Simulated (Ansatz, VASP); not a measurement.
# Two plane-wave programs on TePb

```
Pb Te
1.0
     0.00000    3.25095    3.25095
     3.25095    0.00000    3.25095
     3.25095    3.25095    0.00000
Pb Te
1 1
Direct
  0.50000 0.50000 0.50000
  0.00000 0.00000 0.00000
```

Alike in both runs: task single point; functional PBE; k mesh 6 × 6 × 6; occupations gaussian, width 0.05 eV; no spin polarisation.

|  | VASP | Ansatz |
| --- | --- | --- |
| version | VASP 6.6.1 | Ansatz 0.2.0 |
| potentials or method | VASP PAW PBE potentials, release 64 (Pb_d, Te), cutoff 500 eV | scalar-relativistic, plane waves, PAW |
| valence electrons in the cell | 20 | 30 |

|  | VASP | Ansatz | Ansatz less VASP |
| --- | --- | --- | --- |
| gap on the k mesh at the Fermi level (eV) | 0.77 | 0.77 | -0.005 |
| least direct gap on the mesh (eV) | 0.77 | 0.77 | -0.005 |
| pressure (GPa) | 1.2 | 1.3 | +0.06 |

VASP's potentials hold 20 valence electrons a cell and Ansatz's 30, so a difference there can come from the potentials and not from the codes.

Neither program's run includes spin-orbit coupling.
